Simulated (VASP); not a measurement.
# C in VASP: relaxation of the atoms with PBE+D3(BJ)

Aim: the relaxation of the atoms of C with PBE+D3(BJ).

All numbers are computed with VASP 6.6.1; they aren't measurements. Logs are shortened: lines on timing, memory, paths and dates and some standing lists are left out, and cuts for length are marked.

### Step 1. The cell of the first run

The cell holds a slab with vacuum, 8 atoms: a = 2.465 Å, b = 4.413 Å, c = 19.444 Å, α = 90.00°, β = 90.00°, γ = 90.11°.

### Step 2. Relaxation of the atoms, PBE+D3(BJ)

Input file INCAR:

```
  ALGO = Fast
  DIPOL = 0.5 0.5 0.500
  EDIFF = 1E-7
  EDIFFG = -0.03
  ENCUT = 520
  GGA = PE
  IBRION = 2
  IDIPOL = 3
  ISIF = 2
  ISMEAR = 0
  IVDW = 12
  LASPH = True
  LCHARG = False
  LDIPOL = True
  LREAL = False
  LWAVE = False
  NELM = 100
  NSW = 70
  PREC = Accurate
  SIGMA = 0.05
```

Input file KPOINTS:

```
k-points
0
Gamma
  11 6 1
```

Input file POSCAR:

```
C
1.0
    2.4649433585      0.0000000000      0.0000000000
   -0.0081547491      4.4132984231      0.0000000000
    0.0000000000      0.0000000000     19.4440037224
C
8
Selective dynamics
Direct
    0.7491368165      0.7405378938      0.3600081598  F F F
    0.2487948180      0.6365956393      0.3879837066  F F F
    0.2481026337      0.4291046604      0.4440108710  F F F
    0.7477606352      0.3251624058      0.4719864178  F F F
    0.7470684510      0.1176714269      0.5280135822  T T T
    0.2467264525      0.0137291724      0.5559891290  T T T
    0.2460342682      0.8062381934      0.6120162934  T T T
    0.7456922697      0.7022959389      0.6399918402  T T T
```

Potentials or basis: VASP PAW PBE potentials, release 64 (C).

On the command line:

```console
$ cat potpaw_PBE.64/C/POTCAR > POTCAR
$ mpirun -np 1 vasp_std > vasp.out
```

OUTCAR:

```text
EDIFF = 1E-7
   EDIFFG = -0.03
   ENCUT = 520
   GGA = PE
   IBRION = 2
   ISIF = 2
   ISMEAR = 0
   IVDW = 12
   LASPH = True
   LREAL = False
   NELM = 100
   NSW = 70
   PREC = Accurate
 IVDW          = 12

 ion  position               nearest neighbor table
   1  0.749  0.741  0.360-   2 1.42   2 1.42
   2  0.249  0.637  0.388-   1 1.42   3 1.42   1 1.42
   3  0.248  0.429  0.444-   4 1.42   2 1.42   4 1.42
   4  0.748  0.325  0.472-   3 1.42   5 1.42   3 1.42
   5  0.747  0.118  0.528-   6 1.42   4 1.42   6 1.42
   6  0.247  0.014  0.556-   5 1.42   5 1.42   7 1.42
   7  0.246  0.806  0.612-   8 1.42   8 1.42   6 1.42
   8  0.746  0.702  0.640-   7 1.42   7 1.42

  LATTYP: Found a simple monoclinic cell.
 ALAT       =     2.4649433585
 B/A-ratio  =     7.8882152222
 C/A-ratio  =     1.7904289532
 COS(beta)  =    -0.0018477643

  Lattice vectors:

 A1 = (   2.4649433585,   0.0000000000,   0.0000000000)
 A2 = (   0.0000000000,   0.0000000000, -19.4440037224)
 A3 = (  -0.0081547491,   4.4132984231,   0.0000000000)

Analysis of symmetry for initial positions (statically):
=====================================================================
 Subroutine PRICEL returns:
 Original cell was already a primitive cell.

 Routine SETGRP: Setting up the symmetry group for a
 simple monoclinic supercell.

 Subroutine GETGRP returns: Found  2 space group operations
 (whereof  1 operations were pure point group operations)
 out of a pool of  4 trial point group operations.

The static configuration has the point symmetry C_1 .
 The point group associated with its full space group is S_2 .

Analysis of symmetry for dynamics (positions and initial velocities):
=====================================================================
 Subroutine PRICEL returns:
 Original cell was already a primitive cell.

 Routine SETGRP: Setting up the symmetry group for a
 simple monoclinic supercell.

 Subroutine GETGRP returns: Found  2 space group operations
 (whereof  1 operations were pure point group operations)
 out of a pool of  4 trial point group operations.

The dynamic configuration has the point symmetry C_1 .
 The point group associated with its full space group is S_2 .

Analysis of constrained symmetry for selective dynamics:
=====================================================================
 Subroutine PRICEL returns:
 Original cell was already a primitive cell.

 Routine SETGRP: Setting up the symmetry group for a
 simple monoclinic supercell.

 Subroutine GETGRP returns: Found  1 space group operations
 (whereof  1 operations were pure point group operations)
 out of a pool of  4 trial point group operations.

The constrained configuration has the point symmetry C_1 .

 Subroutine INISYM returns: Found  1 space group operations
 (whereof  1 operations are pure point group operations),
 and found     1 'primitive' translations

----------------------------------------------------------------------------------------

                                     Primitive cell

  volume of cell :     211.5222

  direct lattice vectors                    reciprocal lattice vectors
     2.464943358  0.000000000  0.000000000     0.405688835  0.000749619  0.000000000
    -0.008154749  4.413298423  0.000000000     0.000000000  0.226587895  0.000000000
     0.000000000  0.000000000 19.444003722     0.000000000  0.000000000  0.051429737

  length of vectors
     2.464943358  4.413305957 19.444003722     0.405689528  0.226587895  0.051429737

  position of ions in fractional coordinates (direct lattice)
     0.749136816  0.740537894  0.360008160
     0.248794818  0.636595639  0.387983707
     0.248102634  0.429104660  0.444010871
     0.747760635  0.325162406  0.471986418
     0.747068451  0.117671427  0.528013582
     0.246726452  0.013729172  0.555989129
     0.246034268  0.806238193  0.612016293
     0.745692270  0.702295939  0.639991840

  ion indices of the primitive-cell ions
   primitive index   ion index
                 1           1
                 2           2
                 3           3
                 4           4
                 5           5
                 6           6
                 7           7
                 8           8

----------------------------------------------------------------------------------------

 KPOINTS: k-points

Automatic generation of k-mesh.
 Grid dimensions read from file:
 generate k-points for:   11    6    1

 Generating k-lattice:

  Cartesian coordinates                     Fractional coordinates (reciprocal lattice)
     0.036880803  0.000068147  0.000000000     0.090909091  0.000000000  0.000000000
     0.000000000  0.037764649  0.000000000     0.000000000  0.166666667  0.000000000
     0.000000000  0.000000000  0.051429737     0.000000000  0.000000000  1.000000000

  Length of vectors
     0.036880866  0.037764649  0.051429737

  Shift w.r.t. Gamma in fractional coordinates (k-lattice)
     0.000000000  0.000000000  0.000000000

 Subroutine IBZKPT returns following result:
 ===========================================

 Found     34 irreducible k-points:

 Following reciprocal coordinates:
            Coordinates               Weight
  0.000000  0.000000  0.000000      1.000000
  0.090909  0.000000  0.000000      2.000000
  0.181818  0.000000  0.000000      2.000000
  0.272727  0.000000  0.000000      2.000000
  0.363636  0.000000  0.000000      2.000000
  0.454545  0.000000  0.000000      2.000000
[... 16 lines left out ...]
  0.454545  0.333333  0.000000      2.000000
 -0.454545  0.333333  0.000000      2.000000
 [... further k-points ...]
   k-points           NKPTS =     34   k-points in BZ     NKDIM =     34   number of bands    NBANDS=     21
   number of dos      NEDOS =    301   number of ions     NIONS =      8
   total plane-waves  NPLWV =  97200
   dimension x,y,z NGX =    18 NGY =   36 NGZ =  150
   dimension x,y,z NGXF=    36 NGYF=   72 NGZF=  300
   ions per type =               8
   NGX,Y,Z   is equivalent  to a cutoff of  12.14, 13.56, 12.82 a.u.
   NGXF,Y,Z  is equivalent  to a cutoff of  24.28, 27.12, 25.65 a.u.
 SYSTEM =  unknown system
   PREC   = accura    normal or accurate (medium, high low for compatibility)
   ISTART =      0    job   : 0-new  1-cont  2-samecut
   ICHARG =      2    charge: 1-file 2-atom 10-const
   ISPIN  =      1    spin polarized calculation?
   LNONCOLLINEAR =      F non collinear calculations
   LSORBIT =      F    spin-orbit coupling
   LASPH  =      T    aspherical Exc in radial PAW
   ENCUT  =  520.0 eV  38.22 Ry    6.18 a.u.   4.58  8.21 36.15*2*pi/ulx,y,z
   NELM   =    100;   NELMIN=  2; NELMDL= -5     # of ELM steps
   EDIFF  = 0.1E-06   stopping-criterion for ELM
   LREAL  =      F    real-space projection
   EDIFFG = -.3E-01   stopping-criterion for IOM
   NSW    =     70    number of steps for IOM
   IBRION =      2    ionic relax: 0-MD 1-quasi-New 2-CG
   NFREE  =      1    steps in history (QN), initial steepest desc. (CG)
   ISIF   =      2    stress and relaxation
   ISYM   =      2    0-nonsym 1-usesym 2-fastsym
   POTIM  = 0.5000    time-step for ionic-motion
   TEBEG  =    0.0;   TEEND  =   0.0 temperature during run
   PSTRESS=    0.0 pullay stress
   NELECT =      32.0000    total number of electrons
   NUPDOWN=      -1.0000    fix difference up-down
   EMIN   =  10.00;   EMAX   =-10.00  energy-range for DOS
   EFERMI =   0.00;   METHOD = LEGACY
   ISMEAR =     0;   SIGMA  =   0.05  broadening in eV -4-tet -1-fermi 0-gaus
   EFERMI_NEDOS =   21; number of points for ismear=-14 and -15
   IALGO  =     68    algorithm
   IMIX   =      4    mixing-type and parameters
     AMIX     =   0.40;   BMIX     =  1.00
     AMIX_MAG =   1.60;   BMIX_MAG =  1.00
  volume/ion in A,a.u.               =      26.44       178.43
  Fermi-wavevector in a.u.,A,eV,Ry     =   0.872314  1.648434 10.353105  0.760932
  Thomas-Fermi vector in A             =   1.991546
   LORBIT       =      0    0 simple, 1 ext, 2 COOP (PROOUT), +10 PAW based schemes
   GGA     = PE    functional components
   LHFCALC =     F    Hartree Fock is set to
   AEXX    =    0.0000 exact exchange contribution
   IVDW    =    12    specifies the selected vdW correction
   LEPSILON=     F    determine dielectric tensor
   LRPA    =     F    only Hartree local field effects (RPA)
 conjugate gradient relaxation of ions
 non-spin polarized calculation
 RMM-DIIS sequential band-by-band and
 Gauss-broadening in eV      SIGMA  =   0.05
  energy-cutoff  :      520.00
  volume of cell :      211.52
 maximum number of plane-waves:      5750
   NGX =  9   NGY = 17   NGZ = 73

--------------------------------------- Ionic step        1  -------------------------------------------

 number of electron      32.0000007 magnetization

 Free energy of the ion-electron system (eV)
  ---------------------------------------------------
  ext. energy  EPLUGINS =         0.00000000
  ---------------------------------------------------
  free energy    TOTEN  =       -67.06934305 eV

  energy without entropy =      -67.05352917  energy(sigma->0) =      -67.06143611

------------------------ aborting loop because EDIFF is reached ----------------------------------------

 vacuum level on the upper side and lower side of the slab       (xc-potential included)        -0.075        -0.084

 Edisp (eV)   -0.91911

 E8    (eV) :    -0.2727

  FORCE on cell =-STRESS in cart. coord.  units (eV):
  Direction    XX          YY          ZZ          XY          YZ          ZX
  --------------------------------------------------------------------------------------
  -------------------------------------------------------------------------------------
  Total      -0.35367    -0.04583     0.18692     0.00175    -0.45892     0.00122
  in kB      -2.67887    -0.34715     1.41584     0.01329    -3.47607     0.00925
  external pressure =       -0.54 kB  Pullay stress =        0.00 kB
[... 115 lines left out ...]
  FREE ENERGIE OF THE ION-ELECTRON SYSTEM (eV)
  ---------------------------------------------------
  free  energy   TOTEN  =       -68.0972966361 eV

  energy  without entropy=      -68.0838328220  energy(sigma->0) =      -68.09056473

 dipolmoment           0.000000      0.000000      0.011441 electrons x Angstroem

[... ionic steps 4 to 13 ...]

--------------------------------------- Ionic step       14  -------------------------------------------

 number of electron      32.0000006 magnetization

------------------------ aborting loop because EDIFF is reached ----------------------------------------

 Edisp (eV)   -0.91982

 E8    (eV) :    -0.2729
[... 81 lines left out ...]
  energy  without entropy=      -68.0930330750  energy(sigma->0) =      -68.09979817

--------------------------------------- Ionic step       16  -------------------------------------------

 number of electron      32.0000006 magnetization

 dipolmoment           0.000000      0.000000     -0.030177 electrons x Angstroem

 Free energy of the ion-electron system (eV)
  ---------------------------------------------------
  ext. energy  EPLUGINS =         0.00000000
  ---------------------------------------------------
  free energy    TOTEN  =       -67.18658577 eV

  energy without entropy =      -67.17305088  energy(sigma->0) =      -67.17981832

 E-fermi :  -2.6325     XC(G=0):  -4.2671

 val. band max:       -2.6404178160   @ k =   0.2727   0.5000   0.0000
 cond. band min:      -2.6181395053   @ k =  -0.0909   0.3333   0.0000
 fundamental gap:      0.0222783107
 Fermi energy:        -2.6324964469

 k-point     1 :       0.0000    0.0000    0.0000
  band No.  band energies     occupation
      1     -21.6948      2.00000
      2     -20.5709      2.00000
      3     -18.9334      2.00000
      4     -17.0970      2.00000
      5     -13.6564      2.00000
      6     -10.7127      2.00000
[... 550 lines left out ...]
      5     -15.3112      2.00000
      6     -14.1337      2.00000
[... 13 lines left out ...]
     20       0.1934      0.00000
     21       1.0916      0.00000

 [... further k-points ...]

------------------------ aborting loop because EDIFF is reached ----------------------------------------

 vacuum level on the upper side and lower side of the slab       (xc-potential included)        -0.263         0.227

 Edisp (eV)   -0.92003

 E8    (eV) :    -0.2730

  FORCE on cell =-STRESS in cart. coord.  units (eV):
  Direction    XX          YY          ZZ          XY          YZ          ZX
  --------------------------------------------------------------------------------------
  -------------------------------------------------------------------------------------
  Total       1.32088    -0.38035    -0.22834     0.00264    -0.12291     0.00018
  in kB      10.00503    -2.88097    -1.72953     0.02003    -0.93095     0.00135
  external pressure =        1.80 kB  Pullay stress =        0.00 kB
[... 23 lines left out ...]
  FREE ENERGIE OF THE ION-ELECTRON SYSTEM (eV)
  ---------------------------------------------------
  free  energy   TOTEN  =       -68.1066174802 eV

  energy  without entropy=      -68.0930825892  energy(sigma->0) =      -68.09985003

 reached required accuracy - stopping structural energy minimisation

 vacuum level on the upper side and lower side of the slab         3.202         3.704
```

Run time: 44 min. Hardware: 1 thread of Oxide Virtual Turin-like, shared host; peak memory 0.34 GiB.

Results:

* Free energy: -68.1066 eV
* Energy gained by relaxing: 14.8 meV/atom
* Ionic steps: 16
* Band gap on the k mesh: zero (bands 16 and 17 overlap by 0.28 eV)
* Dispersion energy per atom: -0.115 eV

The path:
```tsv
step	energy change (eV)	largest force on free atoms (eV/Å)	pressure (GPa)
1	0.0000	2.9691	-0.05
2	0.2183	3.2703	1.33
3	-0.1088	0.7850	0.22
4	-0.1032	0.9701	0.43
5	-0.1159	0.3486	0.30
6	-0.1162	0.2999	0.33
7	-0.1172	0.0666	0.32
8	-0.1174	0.0538	0.30
9	-0.1178	0.0377	0.24
10	-0.1175	0.1054	0.12
11	-0.1178	0.0546	0.20
12	-0.1179	0.0666	0.19
13	-0.1179	0.0523	0.19
14	-0.1181	0.0393	0.19
15	-0.1181	0.0359	0.18
16	-0.1182	0.0261	0.18
```

Final structure:
```
C
1.0
     2.46494    0.00000    0.00000
    -0.00815    4.41330    0.00000
     0.00000    0.00000   19.44400
C
8
Cartesian
  1.8405 3.2682 7.0000
  0.6081 2.8095 7.5440
  0.6081 1.8938 8.6333
  1.8405 1.4350 9.1773
  1.8405 0.5163 10.2857
  0.6081 0.0670 10.8201
  0.6000 3.5192 11.9419
  1.8324 3.1040 12.4059
```

The gap in the log of VASP goes by the Fermi energy; the results here count the filled bands.